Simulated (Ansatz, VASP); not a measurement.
AlN: VASP beside Ansatz

The input INCAR:

```
PREC = Accurate
ENCUT = 520
EDIFF = 1E-8
ISMEAR = -1
SIGMA = 0.02
LREAL = False
LASPH = True
NELM = 80
ALGO = Normal
ISIF = 2
LWAVE = False
LCHARG = False
LEFG = True
NBANDS = 11
```

The input KPOINTS:

```
regular mesh
0
Gamma
  10 10 10
```

Contents of POSCAR:

```
AlN
1.0
    0.0000000000      1.9713845660      1.9713845660
    1.9713845660      0.0000000000      1.9713845660
    1.9713845660      1.9713845660      0.0000000000
Al N
1 1
Direct
    0.0000000000      0.0000000000      0.0000000000
    0.5000000000      0.5000000000      0.5000000000
```

Input for Ansatz:

```yaml
crystal:
  lattice:
    - [0.0, 1.971384566, 1.971384566]
    - [1.971384566, 0.0, 1.971384566]
    - [1.971384566, 1.971384566, 0.0]
  atoms:
    - { symbol: Al, position: [0.0, 0.0, 0.0] }
    - { symbol: "N", position: [0.5, 0.5, 0.5] }
kpoints:
  mp_grid: { grid: [10, 10, 10] }
scf:
  occupations: { method: fermi_dirac, width: 0.02 }
hamiltonian:
  xc: lda
  pseudopotentials: { kind: all_electron, datasets: crystal }
output:
  forces: true
  stress: true
  eigenvalues: true
  efg: { contact_densities: true }
```

Change from the starting cell: volume scaled by 0.99, crystal datasets.

Alike in both runs: task electric field gradients; functional LDA; k mesh 10 × 10 × 10; occupations fermi-dirac, width 0.02 eV; no spin polarisation.

|  | VASP | Ansatz |
| --- | --- | --- |
| version | VASP 6.6.1 | Ansatz 0.2.0 |
| potentials or method | VASP PAW LDA potentials, release 64 (Al, N), cutoff 520 eV | all-electron PAW with datasets made for the crystal, scalar-relativistic |

|  | VASP | Ansatz | Ansatz less VASP |
| --- | --- | --- | --- |
| gap on the k mesh at the Fermi level (eV) | 5.05 | 5.07 | +0.021 |
| pressure (GPa) | 16.6 | 15.8 | -0.83 |

LDA's correlation is that of Perdew and Zunger in VASP and of Perdew and Wang (1992) in Ansatz. Ansatz ran all-electron here, and VASP with PAW potentials.
